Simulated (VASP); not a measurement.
Here is a VASP 6.6.1 calculation.

Contents of INCAR:

```
ALGO = Fast
EDIFF = 1E-8
ENCUT = 520
GGA = PS
IBRION = 8
ISIF = 2
ISMEAR = -1
ISPIN = 2
LASPH = T
LCHARG = F
LMAXMIX = 6
LORBIT = 11
LREAL = F
LWAVE = F
MAGMOM = 7
NELM = 150
NSW = 1
PREC = Accurate
SIGMA = 0.05
```

Contents of KPOINTS:

```
k-points
0
Gamma
  8 8 8
```

The input POSCAR:

```
Eu
1.0
   -2.3030000000      2.3030000000      2.3030000000
    2.3030000000     -2.3030000000      2.3030000000
    2.3030000000      2.3030000000     -2.3030000000
Eu
1
Direct
    0.0000000000      0.0000000000      0.0000000000
```

Potentials or basis: VASP PAW PBE potentials, release 64 (Eu).

The run is started by

```bash
$ cat potpaw_PBE.64/Eu/POTCAR > POTCAR
$ mpirun -np 1 vasp_std > vasp.out
```

Question: Predict the net moment.

Answer: 7.37 μB per cell.

Question: What does it give for the site moments?

Answer: Eu +6.71 μB.

 The state reached can hang on the start; a lower one may exist.
